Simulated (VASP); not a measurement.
Set up this calculation in VASP 6.6.1, as the native input.

| Item | Value |
| --- | --- |
| Task | electric field gradients |
| Functional | PBE |
| Potentials or basis | VASP PAW PBE potentials, release 64 (Pb_d, Se) |
| Cutoff | 520 eV |
| k mesh | 9 × 9 × 9 |
| Occupations | fermi-dirac, width 0.01 eV |
| Spin | no spin polarisation |
| Dipole correction | no |
| Further INCAR settings | ALGO = Normal; EDIFF = 1e-08; NBANDS = 17 |

The structure of PbSe lies in POSCAR:

```
PbSe
1.0
    0.0000000000      2.9702855000      3.0621500000
    2.9702855000      0.0000000000      3.0621500000
    2.9702855000      2.9702855000      0.0000000000
Pb Se
1 1
Direct
    0.0000000000      0.0000000000      0.0000000000
    0.5000000000      0.5000000000      0.5000000000
```

This cell differs from its parent crystal: equal xx and yy strain of -3 %.

One way to write it, as run:

INCAR

```
SYSTEM = PbSe
PREC = Accurate
ENCUT = 520
EDIFF = 1E-8
ISMEAR = -1
SIGMA = 0.01
LREAL = .False.
LASPH = .True.
NELM = 100
ALGO = Normal
ISIF = 2
LWAVE = .False.
LCHARG = .False.
GGA = PE
LEFG = .True.
NBANDS = 17
```

KPOINTS

```
Automatic mesh
0
Gamma
  9 9 9
  0 0 0
```

Potentials or basis: VASP PAW PBE potentials, release 64 (Pb_d, Se).

Command:

```console
$ cat potpaw_PBE.64/Pb_d/POTCAR potpaw_PBE.64/Se/POTCAR > POTCAR
$ mpirun -np 1 vasp_std > vasp.out
```

Results of the run:

```yaml
Pressure: 6.4 GPa
Band_gap_on_the_k_mesh: 0.62 eV
Largest_electric_field_gradient_by_atom: Pb +97.6; Se +8.6 V/Å²
```

Caveat: the cell differs from its parent crystal (equal xx and yy strain of -3 %); the cell stands under pressure; without QUAD_EFG the Cq values of the log hold for a quadrupole moment of 1 mb, not for the nuclei; spin-orbit coupling is left out, which moves the levels of the heavy elements.

Wall time 2 min on 1 thread of AMD EPYC 7R13, with other jobs on the host, peak memory 0.19 GiB.
